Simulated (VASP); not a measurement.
Set up this calculation in VASP 6.6.1, as the native input.

- Task: single point
- Functional: PBE
- Potentials or basis: VASP PAW PBE potentials, release 64 (Zn, Cd, O)
- Cutoff: 520 eV
- k mesh: 6 × 6 × 2
- Occupations: gaussian, width 0.1 eV
- Spin: collinear spin, ferromagnetic start
- Starting moments: [0.0, 0.0, 0.0, 0.0, 1.0, 1.0, 1.0, 1.0] μB
- Dipole correction: no
- Further INCAR settings: ALGO = Normal; EDIFF = 1e-06; NBANDS = 50

The structure of ZnCd3O4 lies in POSCAR:

```
ZnCd3O4
1.0
    3.5171179000      0.0000000000      0.0000000000
    0.0000000000      3.5171179000      0.0000000000
    0.0000000000      0.0000000000     10.1020988000
Zn Cd O
1 3 4
Direct
    0.5000000000      0.5000000000      0.0000000000
    0.0000000000      0.0000000000      0.7668010000
    0.0000000000      0.0000000000      0.2331990000
    0.5000000000      0.5000000000      0.5000000000
    0.5000000000      0.0000000000      0.9004830000
    0.0000000000      0.5000000000      0.0995170000
    0.5000000000      0.0000000000      0.3665610000
    0.0000000000      0.5000000000      0.6334390000
```

These files were run (other wordings do the same):

INCAR

```
SYSTEM = ZnCd3O4
PREC     = Accurate       ! precision mode
ENCUT    = 520            ! plane-wave cutoff, eV
EDIFF    = 1E-6           ! SCF threshold, eV
ISMEAR   = 0              ! smearing method
SIGMA    = 0.1            ! smearing width, eV
LREAL    = .FALSE.        ! projectors in reciprocal space
LASPH    = .TRUE.         ! aspherical terms in the spheres
NELM     = 150            ! most SCF steps
ALGO     = Normal         ! electronic algorithm
ISIF     = 2              ! what is computed and relaxed
LWAVE    = .FALSE.        ! write WAVECAR
LCHARG   = .TRUE.         ! write CHGCAR
ISPIN    = 2              ! spin polarisation
MAGMOM   = 0 0 0 0 1 1 1 1 ! initial moments
LORBIT   = 11             ! projections on sites
GGA      = PE             ! functional
LELF     = .TRUE.         ! ELF
LVHAR    = .TRUE.       
NBANDS   = 50             ! bands
```

KPOINTS

```
Automatic mesh
0
G
  6 6 2
  0 0 0
```

Potentials or basis: VASP PAW PBE potentials, release 64 (Zn, Cd, O).

Launch:

```console
$ cat potpaw_PBE.64/Zn/POTCAR potpaw_PBE.64/Cd/POTCAR potpaw_PBE.64/O/POTCAR > POTCAR
$ mpirun -np 1 vasp_std > vasp.out
```

It gave:

```json
{
 "Pressure": "1.1 GPa",
 "Largest force": "0.046 eV/Å",
 "Band gap on the k mesh": "zero (filled and empty bands touch)",
 "Net moment": "0.00 μB per cell",
 "Valence electrons inside the program's atomic spheres": "Zn 10.74; Cd 10.28; O 4.95, 4.92"
}
```

Wall time 3.5 min on 1 thread of Intel(R) Xeon(R) 6975P-C (Granite Rapids) (shared host), peak memory 0.4 GiB.
